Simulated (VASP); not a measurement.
A run of VASP 6.6.1 is set up as follows.

INCAR

```
  PREC = Accurate
  ENCUT = 500
  EDIFF = 1E-6
  ISMEAR = 0
  SIGMA = 0.05
  LREAL = False
  LASPH = True
  NELM = 200
  ALGO = Normal
  ISIF = 2
  LWAVE = False
  LCHARG = False
  ISPIN = 2
  MAGMOM = -0.05 0
  LORBIT = 11
  LMAXMIX = 4
  LDAU = True
  LDAUTYPE = 2
  LDAUL = 2 -1
  LDAUU = 2 0
  LDAUJ = 0 0
  LDAUPRINT = 1
  GGA = PS
  NBANDS = 20
  GGA_COMPAT = False
```

File KPOINTS:

```
regular mesh
0
Gamma
  5 5 5
```

POSCAR

```
TiSe
1.0
    0.0000000000      3.1030036500      3.1030036500
    3.1030036500      0.0000000000      3.1030036500
    3.1030036500      3.1030036500      0.0000000000
Ti Se
1 1
Direct
    0.0000000000      0.0000000000      0.0000000000
    0.2500000000      0.2500000000      0.2500000000
```

Potentials or basis: VASP PAW PBE potentials, release 64 (Ti_sv, Se).

Command:

```console
$ cat potpaw_PBE.64/Ti_sv/POTCAR potpaw_PBE.64/Se/POTCAR > POTCAR
$ mpirun -np 1 vasp_std > vasp.out
```

Question: Predict the band gap on the k mesh.

Answer: Zero (filled and empty bands overlap).

Question: Predict the pressure.

Answer: -11.5 GPa.

Question: Estimate the net moment.

Answer: 0.00 μB per cell.

Eigenvalues of the final occupation matrices:
```csv
site,spin,trace,eigenvalues
site 1 d,1,0.91,0.12 0.12 0.22 0.22 0.22
site 1 d,2,0.91,0.12 0.12 0.22 0.22 0.22
```

Caveat: the PAW data sets were made with another functional, which shifts forces and pressure a little. The state reached can hang on the start; a lower one may exist.
